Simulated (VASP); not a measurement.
Set up this calculation in VASP 6.6.1, as the native input.

| Item | Value |
| --- | --- |
| Task | single point |
| Functional | LDA |
| Potentials or basis | VASP PAW LDA potentials, release 64 (W_sv) |
| Cutoff | 520 eV |
| k mesh | 20 × 20 × 20 |
| Occupations | gaussian, width 0.15 eV |
| Spin | no spin polarisation |
| Dipole correction | no |
| Further INCAR settings | ALGO = Normal; EDIFF = 1e-06; NBANDS = 13 |

The structure of W lies in POSCAR:

```
W
1.0
   -1.5367164717      1.5367164717      1.5367164717
    1.5367164717     -1.5367164717      1.5367164717
    1.5367164717      1.5367164717     -1.5367164717
W
1
Direct
    0.0000000000      0.0000000000      0.0000000000
```

These files were run (other wordings do the same):

INCAR

```
ALGO = Normal
EDIFF = 1E-6
ENCUT = 520
GGA = CA
ISIF = 2
ISMEAR = 0
LASPH = True
LCHARG = False
LREAL = False
LWAVE = False
NBANDS = 13
NELM = 100
PREC = Accurate
SIGMA = 0.15
```

KPOINTS

```
k-points
0
Gamma
  20 20 20
```

Potentials or basis: VASP PAW LDA potentials, release 64 (W_sv).

Command:

```sh
$ cat potpaw_LDA.64/W_sv/POTCAR > POTCAR
$ mpirun -np 1 vasp_std > vasp.out
```

Results of the run:

```json
{
  "Pressure": "25.2 GPa",
  "Band gap on the k mesh": "zero (bands 7 and 8 overlap by 7.24 eV)"
}
```

Caveat: the cell stands under pressure; spin-orbit coupling is left out, which moves the levels of the heavy elements.

Run time: 56 s on 1 thread of Intel(R) Xeon(R) Platinum 8375C CPU @ 2.90GHz (Ice Lake), on a shared host, peak memory 0.16 GiB.
